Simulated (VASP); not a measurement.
Set up this calculation in VASP 6.6.1, as the native input.

```yaml
Task: single point
Functional: r2SCAN
Potentials_or_basis: VASP PAW PBE potentials, release 64 (Nb_sv)
Cutoff: 520 eV
k_mesh: 20 × 20 × 20
Occupations: gaussian, width 0.15 eV
Spin: no spin polarisation
Dipole_correction: no
Further_INCAR_settings: ALGO = Normal; EDIFF = 1e-06; NBANDS = 12
```

Crystal: Nb.

```xyz
1
Lattice="0.0000 2.1785 2.1785 2.1785 0.0000 2.1785 2.1785 2.1785 0.0000" Properties=species:S:1:pos:R:3 pbc="T T T"
Nb    0.0000    0.0000    0.0000
```

This cell differs from its parent crystal: strain +0.030 along x and y, +0.030 along z.

The input as run:

POSCAR

```
Nb
1.0
    0.0000000000      2.1784500000      2.1784500000
    2.1784500000      0.0000000000      2.1784500000
    2.1784500000      2.1784500000      0.0000000000
Nb
1
Direct
    0.0000000000      0.0000000000      0.0000000000
```

INCAR.step1

```
SYSTEM = Nb
  PREC = Accurate
  ENCUT = 520
  ISMEAR = 0
  SIGMA = 0.15
  LREAL = .False.
  LASPH = .True.
  NELM = 100
  NBANDS = 12
  GGA = PE
  ALGO = Normal
  EDIFF = 1E-4
  LWAVE = .True.
  LCHARG = .False.
```

INCAR.step2

```
SYSTEM = Nb
  PREC = Accurate
  ENCUT = 520
  EDIFF = 1E-6
  ISMEAR = 0
  SIGMA = 0.15
  LREAL = .False.
  LASPH = .True.
  NELM = 100
  ALGO = Normal
  ISIF = 2
  LWAVE = .False.
  LCHARG = .False.
  METAGGA = R2SCAN
  LMIXTAU = .True.
  NBANDS = 12
  ISTART = 1
```

KPOINTS

```
Automatic mesh
0
Gamma
  20 20 20
  0 0 0
```

Potentials or basis: VASP PAW PBE potentials, release 64 (Nb_sv).

Launch:

```console
$ cat potpaw_PBE.64/Nb_sv/POTCAR > POTCAR
$ cp INCAR.step1 INCAR
$ mpirun -np 1 vasp_std > vasp.out
$ cp INCAR.step2 INCAR
$ mpirun -np 1 vasp_std > vasp.out
```

It gave:

* Pressure: -14.3 GPa
* Band gap on the k mesh: zero (an odd number of electrons rules out a gap without spin polarisation)

Caveat: the cell differs from its parent crystal (strain +0.030 along x and y, +0.030 along z); the cell stands under tension; the PAW data sets were made with another functional, which shifts forces and pressure a little.

Run time: 110 s on 1 thread of Intel(R) Xeon(R) Platinum 8259CL CPU @ 2.50GHz (Skylake/Cascade Lake) (shared host), peak memory 0.19 GiB.
